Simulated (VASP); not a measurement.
# PbS: single point with r2SCAN+rVV10

PbS:

```xyz
2
Lattice="2.1005 1.2127 3.4302 -2.1005 1.2127 3.4302 0.0000 -2.4255 3.4302" Properties=species:S:1:pos:R:3 pbc="T T T"
Pb    0.0000    0.0000   10.0657
S     0.0000    0.0000    4.9133
```

* Program: VASP 6.6.1
* Task: single point
* Functional: r2SCAN
* Dispersion: rVV10
* Potentials or basis: VASP PAW PBE potentials, release 64 (Pb_d, S)
* Cutoff: 520 eV
* k mesh: 6 × 6 × 6
* Occupations: fermi-dirac, width 0.02 eV
* Spin: no spin polarisation

* Pressure: 0.1 GPa
* Band gap on the k mesh: 0.60 eV

Forces in eV/Å, atoms in the order of the input:
```
Pb   0.000  0.000 -0.002
S    0.000  0.000  0.002
```

Levels at points of the mesh, in eV from the valence-band top:
| k point | band 6 | band 7 | band 8 | band 9 | band 10 | band 11 | band 12 | band 13 | band 14 | band 15 |
| --- | --- | --- | --- | --- | --- | --- | --- | --- | --- | --- |
| (0.00, 0.00, 0.00) | -14.18 | -6.11 | -2.31 | -2.31 | -2.31 | 5.53 | 5.53 | 5.53 | 7.10 | 7.10 |
| (0.50, 0.00, 0.00) | -12.94 | -9.09 | -1.92 | -1.92 | 0.00 | 0.60 | 2.18 | 2.18 | 9.08 | 10.61 |
| (0.50, 0.50, 0.50) | -12.94 | -9.09 | -1.92 | -1.92 | 0.00 | 0.60 | 2.18 | 2.18 | 9.08 | 10.61 |
| (0.50, 0.50, 0.00) | -12.48 | -7.35 | -5.37 | -3.60 | -3.60 | 4.10 | 5.97 | 6.06 | 6.06 | 11.69 |

It took 2.5 min on 1 thread of Intel(R) Xeon(R) Platinum 8259CL CPU @ 2.50GHz (Skylake/Cascade Lake), on a shared host, peak memory 0.33 GiB.

Caveat: the PAW data sets were made with another functional, which shifts forces and pressure a little; spin-orbit coupling is left out, which moves the levels of the heavy elements. A k mesh can miss the band edges.
